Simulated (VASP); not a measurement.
Nb: single point with PBEsol

Nb, a slab with vacuum:

```
CELL_PARAMETERS angstrom
3.27262 0.00000 0.00000
0.00000 3.27262 0.00000
0.00000 0.00000 22.54520
ATOMIC_POSITIONS crystal
Nb 0.00000 0.00000 0.35484
Nb 0.50000 0.50000 0.42742
Nb 0.00000 0.00000 0.50000
Nb 0.50000 0.50000 0.57258
Nb 0.00000 0.00000 0.64516
```

- Program: VASP 6.6.1
- Task: single point
- Functional: PBEsol
- Potentials or basis: VASP PAW PBE potentials, release 64 (Nb_sv)
- Cutoff: 520 eV
- k mesh: 11 × 11 × 1
- Occupations: fermi-dirac, width 0.05 eV
- Spin: no spin polarisation
- Dipole correction: yes
- k mesh for the DOS: 17 × 17 × 1
- Occupations for the DOS: tetrahedron
- Further INCAR settings: ALGO = Normal; EDIFF = 1e-07; NBANDS = 40

| Quantity | Value |
| --- | --- |
| Valence electrons inside the program's atomic spheres | Nb 10.60, 10.73, 10.74 (each value once) |

Levels at points of the mesh, in eV from the Fermi level:
| k point | band 31 | band 32 | band 33 | band 34 | band 35 | band 36 |
| --- | --- | --- | --- | --- | --- | --- |
| (0.00, 0.00, 0.00) | 0.18 | 0.18 | 0.28 | 0.28 | 0.46 | 0.49 |

Run time: 19 min on 1 thread of Intel Xeon 8259CL (shared host), peak memory 0.47 GiB.
